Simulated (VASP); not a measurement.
# Si5Ge (P6/mmm) in VASP: notebook, part 2 of 2

VASP 6.6.1. Earlier steps stand in the parts before.

## (4) Relaxation of cell and atoms, PBE

This run uses another cell than the first one, of 16.43 Å³/atom.

File INCAR:

```
SYSTEM = Si5Ge
ALGO = Normal
EDIFF = 1E-6
EDIFFG = -0.01
ENCUT = 600
GGA = PE
IBRION = 2
ISIF = 3
ISMEAR = 0
LASPH = .TRUE.
LCHARG = .FALSE.
LREAL = .FALSE.
LWAVE = .FALSE.
NELM = 100
NSW = 100
PREC = Accurate
SIGMA = 0.1
```

File KPOINTS:

```
k-points
0
G
  12 12 8
  0 0 0
```

File POSCAR:

```
Si5Ge
1.0
    4.9521777723      0.0000000000      0.0000000000
   -2.4760888861      4.2887117548      0.0000000000
    0.0000000000      0.0000000000      4.6427590605
Si Ge
5 1
Direct
    0.3333333333      0.6666666667      0.0000000000
    0.6666666667      0.3333333333      0.0000000000
    0.5000000000      0.0000000000      0.5000000000
    0.5000000000      0.5000000000      0.5000000000
    0.0000000000      0.5000000000      0.5000000000
    0.0000000000      0.0000000000      0.0000000000
```

Potentials or basis: VASP PAW PBE potentials, release 64 (Si, Ge_d).

Command:

```sh
> cat potpaw_PBE.64/Si/POTCAR potpaw_PBE.64/Ge_d/POTCAR > POTCAR
> mpirun -np 1 vasp_std > vasp.out
```

OUTCAR:

```text
SYSTEM = Si5Ge
   EDIFF = 1E-6
   EDIFFG = -0.01
   ENCUT = 600
   GGA = PE
   IBRION = 2
   ISIF = 3
   ISMEAR = 0
   LASPH = .TRUE.
   LREAL = .FALSE.
   NELM = 100
   NSW = 100
   PREC = Accurate

 ion  position               nearest neighbor table
   1  0.333  0.667  0.000-   3 2.73   3 2.73   5 2.73   5 2.73   4 2.73   4 2.73   2 2.86   6 2.86
                             2 2.86   6 2.86   6 2.86   2 2.86
   2  0.667  0.333  0.000-   3 2.73   3 2.73   5 2.73   5 2.73   4 2.73   4 2.73   1 2.86   6 2.86
                             1 2.86   6 2.86   6 2.86   1 2.86
   3  0.500  0.000  0.500-   4 2.48   4 2.48   5 2.48   5 2.48   1 2.73   2 2.73   1 2.73   2 2.73

   4  0.500  0.500  0.500-   3 2.48   3 2.48   5 2.48   5 2.48   1 2.73   2 2.73   1 2.73   2 2.73

   5  0.000  0.500  0.500-   3 2.48   3 2.48   4 2.48   4 2.48   1 2.73   2 2.73   1 2.73   2 2.73

   6  0.000  0.000  0.000-   1 2.86   2 2.86   1 2.86   2 2.86   2 2.86   1 2.86

  LATTYP: Found a hexagonal cell.
 ALAT       =     4.9521777723
 C/A-ratio  =     0.9375186582

  Lattice vectors:

 A1 = (   4.9521777723,   0.0000000000,   0.0000000000)
[... 191 lines left out ...]
  FORCE on cell =-STRESS in cart. coord.  units (eV):
  Direction    XX          YY          ZZ          XY          YZ          ZX
  --------------------------------------------------------------------------------------
  -------------------------------------------------------------------------------------
  Total        0.0471528      0.0471528      0.4844529      0.0000000     -0.0000000      0.0000000
  in kB        0.7661586      0.7661586      7.8715979      0.0000000     -0.0000000      0.0000000
  external PRESSURE =       3.1346383 kB  Pullay stress =       0.0000000 kB
[... 227 lines left out ...]
--------------------------------------- Ionic step        7  -------------------------------------------

 number of electron      33.9999996 magnetization

 Free energy of the ion-electron system (eV)
  ---------------------------------------------------
  ext. energy  EPLUGINS =         0.00000000
  ---------------------------------------------------
  free energy    TOTEN  =       -28.19662424 eV

  energy without entropy =      -28.18357666  energy(sigma->0) =      -28.19010045

 E-fermi :   8.2415     XC(G=0): -10.7564

 val. band max:        8.2368760514   @ k =   0.5000   0.0000   0.0000
 cond. band min:       8.2656041210   @ k =   0.1667   0.0833   0.3750
 fundamental gap:      0.0287280695
 Fermi energy:         8.2415166889

 k-point     1 :       0.0000    0.0000    0.0000
  band No.  band energies     occupation
      1     -16.6321      2.00000
      2     -16.6109      2.00000
      3     -16.6109      2.00000
      4     -16.5730      2.00000
      5     -16.5730      2.00000
      6      -5.4110      2.00000
[... 565 lines left out ...]
     20       9.4674      0.00000
     21      10.7728      0.00000

 [... further k-points ...]

------------------------ aborting loop because EDIFF is reached ----------------------------------------

  FORCE on cell =-STRESS in cart. coord.  units (eV):
  Direction    XX          YY          ZZ          XY          YZ          ZX
  --------------------------------------------------------------------------------------
  -------------------------------------------------------------------------------------
  Total       -0.0477888     -0.0477888     -0.0369193     -0.0000000      0.0000000      0.0000000
  in kB       -0.7693185     -0.7693185     -0.5943386     -0.0000000      0.0000000      0.0000000
  external PRESSURE =      -0.7109919 kB  Pullay stress =       0.0000000 kB
[... 21 lines left out ...]
  FREE ENERGIE OF THE ION-ELECTRON SYSTEM (eV)
  ---------------------------------------------------
  free  energy   TOTEN  =       -28.1966242403 eV

  energy  without entropy=      -28.1835766636  energy(sigma->0) =      -28.19010045

 reached required accuracy - stopping structural energy minimisation
```

OSZICAR:

```text
N       E                     dE             d eps       ncg     rms          rms(c)
DAV:   1     0.207143367863E+03    0.20714E+03   -0.16572E+04  4881   0.268E+03
DAV:   2    -0.901202113403E+00   -0.20804E+03   -0.20072E+03  4360   0.625E+02
DAV:   3    -0.275486578142E+02   -0.26647E+02   -0.25769E+02  4946   0.124E+02
DAV:   4    -0.286302099792E+02   -0.10816E+01   -0.10287E+01  4973   0.240E+01
[... 49 lines left out ...]
DAV:   1    -0.281972068322E+02   -0.77733E-03   -0.10379E-02  5144   0.142E+00    0.142E-01
DAV:   2    -0.281967756160E+02    0.43122E-03   -0.67684E-04  5275   0.414E-01    0.738E-02
DAV:   3    -0.281966303361E+02    0.14528E-03   -0.29310E-04  4777   0.227E-01    0.148E-02
DAV:   4    -0.281966249111E+02    0.54250E-05   -0.11049E-05  4690   0.446E-02    0.919E-03
DAV:   5    -0.281966242403E+02    0.67081E-06   -0.21592E-06  3003   0.213E-02
   7 F= -.28196624E+02 E0= -.28190100E+02  d E =-.194892E-03
```

It took 15 min on 1 thread of Intel Xeon 6975P-C (Granite Rapids), shared host; peak memory 0.4 GiB.

What came out:

| Item | Value |
| --- | --- |
| Free energy | -28.1966 eV |
| Relaxed volume | 16.59 Å³/atom |
| Relaxed cell | a = 4.940 Å, b = 4.940 Å, c = 4.710 Å, α = 90.00°, β = 90.00°, γ = 120.00° |
| Space group after relaxing (to 0.1 Å) | P6/mmm (No. 191) |
| Energy gained by relaxing | 0.8 meV/atom |
| Ionic steps | 7 |
| Pressure after relaxing | -0.1 GPa |
| Band gap on the k mesh | zero (bands 17 and 18 overlap by 4.33 eV) |

The path:
```
step  energy change (eV)  largest force (eV/Å)  pressure (GPa)  volume (Å³)
   1              0.0000                0.0000            0.31        98.61
   2             -0.0016                0.0000            0.02        99.06
   3             -0.0026                0.0000           -0.35        99.65
   4             -0.0036                0.0000           -0.30        99.67
   5             -0.0044                0.0000           -0.25        99.70
   6             -0.0044                0.0000           -0.23        99.71
   7             -0.0046                0.0000           -0.07        99.52
```

Final structure:
```
Si Ge
1.0
     4.93963    0.00000    0.00000
    -2.46981    4.27784    0.00000
     0.00000    0.00000    4.70990
Si Ge
5 1
Direct
  0.33333 0.66667 0.00000
  0.66667 0.33333 0.00000
  0.50000 0.00000 0.50000
  0.50000 0.50000 0.50000
  0.00000 0.50000 0.50000
  0.00000 0.00000 0.00000
```

Levels at points of the mesh, in eV from the Fermi level:
| k point | band 15 | band 16 | band 17 | band 18 | band 19 | band 20 |
| --- | --- | --- | --- | --- | --- | --- |
| (0.00, 0.00, 0.00) | -1.48 | -0.73 | 0.14 | 0.14 | 0.24 | 0.24 |
| (0.50, 0.00, 0.00) | -1.68 | -0.12 | -0.10 | 0.00 | 0.28 | 0.95 |
| (0.00, 0.00, 0.50) | -2.90 | -2.90 | -2.84 | -2.84 | -0.66 | 0.93 |
| (0.50, 0.00, 0.50) | 1.02 | 1.09 | 1.11 | 1.72 | 1.93 | 2.09 |

## (5) Overview

```csv
task,cell,k mesh,cutoff (eV),gap on the mesh (eV),pressure (GPa),relaxed volume (Å³/atom)
relaxation of cell and atoms,"relaxed from a = 5.034, b = 5.034, c = 4.160 Å, angles 90.0, 90.0, 120.0°, 6 atoms",6 × 6 × 4,600,none,0.1,16.44
single point,"a = 4.938, b = 4.938, c = 4.708 Å, angles 90.0, 90.0, 120.0°, 6 atoms",12 × 12 × 8,520,none,-0.1,-
relaxation of cell and atoms,"relaxed from a = 4.952, b = 4.952, c = 4.643 Å, angles 90.0, 90.0, 120.0°, 6 atoms",12 × 12 × 8,600,none,-0.1,16.59
```

Alike in all rows: level PBE; potentials or basis VASP PAW PBE potentials, release 64 (Si, Ge_d); no spin polarisation; smearing gaussian 0.1 eV.

Caveats: some runs use coarse meshes.

Absolute energies hang on the potentials; compare differences alone.
